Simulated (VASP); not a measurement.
A run of VASP 6.6.1 is set up as follows.

The input POSCAR:

```
PbSe
1.0
    0.0000000000      3.0887022202      3.0887022202
    2.9191324683      0.0000000000      3.0887022202
    2.9191324683      3.0887022202      0.0000000000
Pb Se
1 1
Direct
    0.0000000000      0.0000000000      0.0000000000
    0.5000000000      0.5000000000      0.5000000000
```

File INCAR.step1:

```
ALGO     = Normal         # electronic algorithm
EDIFF    = 1E-4           # SCF threshold, eV
ENCUT    = 520            # plane-wave cutoff, eV
GGA      = PE             # functional
ISMEAR   = -1             # smearing method
LASPH    = True           # aspherical terms in the spheres
LCHARG   = False          # write CHGCAR
LREAL    = False          # projectors in reciprocal space
LWAVE    = True           # write WAVECAR
NBANDS   = 17             # bands
NELM     = 100            # most SCF steps
PREC     = Accurate       # precision mode
SIGMA    = 0.02           # smearing width, eV
```

File INCAR.step2:

```
ALGO     = Normal         # electronic algorithm
EDIFF    = 1E-6           # SCF threshold, eV
ENCUT    = 520            # plane-wave cutoff, eV
ISIF     = 2              # what is computed and relaxed
ISMEAR   = -1             # smearing method
ISTART   = 1            
LASPH    = True           # aspherical terms in the spheres
LCHARG   = True           # write CHGCAR
LELF     = True           # ELF
LMIXTAU  = True         
LREAL    = False          # projectors in reciprocal space
LVHAR    = True         
LWAVE    = False          # write WAVECAR
METAGGA  = R2SCAN         # meta-GGA
NBANDS   = 17             # bands
NELM     = 100            # most SCF steps
PREC     = Accurate       # precision mode
SIGMA    = 0.02           # smearing width, eV
```

The input KPOINTS:

```
k-points
0
Gamma
  8 8 8
```

Potentials or basis: VASP PAW PBE potentials, release 64 (Pb_d, Se).

Command:

```console
$ cat potpaw_PBE.64/Pb_d/POTCAR potpaw_PBE.64/Se/POTCAR > POTCAR
$ cp INCAR.step1 INCAR
$ mpirun -np 1 vasp_std > vasp.out
$ cp INCAR.step2 INCAR
$ mpirun -np 1 vasp_std > vasp.out
```

(1) What does it give for the band gap on the k mesh?

(2) Predict the pressure.

Answers

(1) 0.36 eV.

(2) 3.9 GPa.

Caveat: the cell differs from its parent crystal (uniaxial x strain -5.5%); the cell stands under pressure; the PAW data sets were made with another functional, which shifts forces and pressure a little; spin-orbit coupling is left out, which moves the levels of the heavy elements.
